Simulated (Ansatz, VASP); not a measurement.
**InP: VASP beside Ansatz**

The input INCAR:

```
  ALGO = Normal
  EDIFF = 1E-6
  ENCUT = 500
  GGA = PS
  GGA_COMPAT = False
  ISIF = 2
  ISMEAR = 0
  LASPH = True
  LCHARG = True
  LELF = True
  LREAL = False
  LVHAR = True
  LWAVE = False
  NBANDS = 16
  NELM = 120
  PREC = Accurate
  SIGMA = 0.01
```

KPOINTS

```
k-points
0
Gamma
  6 6 6
```

File POSCAR:

```
InP
1.0
    0.0000000000      2.9539354454      2.9539354454
    2.9539354454      0.0000000000      2.9539354454
    2.9539354454      2.9539354454      0.0000000000
In P
1 1
Direct
    0.0000000000      0.0000000000      0.0000000000
    0.7500000000      0.7500000000      0.7500000000
```

Input for Ansatz:

```yaml
crystal:
  lattice:
    - [0.0, 2.95393544538, 2.95393544538]
    - [2.95393544538, 0.0, 2.95393544538]
    - [2.95393544538, 2.95393544538, 0.0]
  atoms:
    - { symbol: In, position: [0.0, 0.0, 0.0] }
    - { symbol: P, position: [0.75, 0.75, 0.75] }
kpoints:
  mp_grid: { grid: [6, 6, 6] }
scf:
  occupations: { method: fixed }
  convergence: { dr2_threshold: 1.0e-10 }
hamiltonian:
  xc: pbesol
  pseudopotentials: { kind: all_electron, lapw: { basis_error: 0.0005 } }
output:
  forces: true
  stress: true
  eigenstates:
    kpoints:
      - [0.0, 0.0, 0.0]
      - [0.5, 0.5, 0.0]
      - [0.5, 0.0, 0.5]
      - [0.0, 0.5, 0.5]
      - [0.0, 0.5, 0.0]
      - [0.5, 0.0, 0.0]
      - [0.0, 0.0, 0.5]
      - [0.5, 0.5, 0.5]
  eigenvalues: true
```

Alike in both runs: task single point; functional PBEsol; k mesh 6 × 6 × 6; no spin polarisation.

|  | VASP | Ansatz |
| --- | --- | --- |
| version | VASP 6.6.1 | Ansatz 0.2.0 |
| potentials or method | VASP PAW PBE potentials, release 64 (In_d, P), cutoff 500 eV | all-electron LAPW, scalar-relativistic |
| occupations | gaussian, width 0.01 eV | fixed |

|  | VASP | Ansatz | Ansatz less VASP |
| --- | --- | --- | --- |
| gap on the k mesh at the Fermi level (eV) | 0.48 | 0.48 | 0.000 |
| pressure (GPa) | -1.0 | -1.0 | +0.01 |

VASP's potentials were made for PBE, not for PBEsol. Ansatz ran all-electron here, and VASP with PAW potentials.
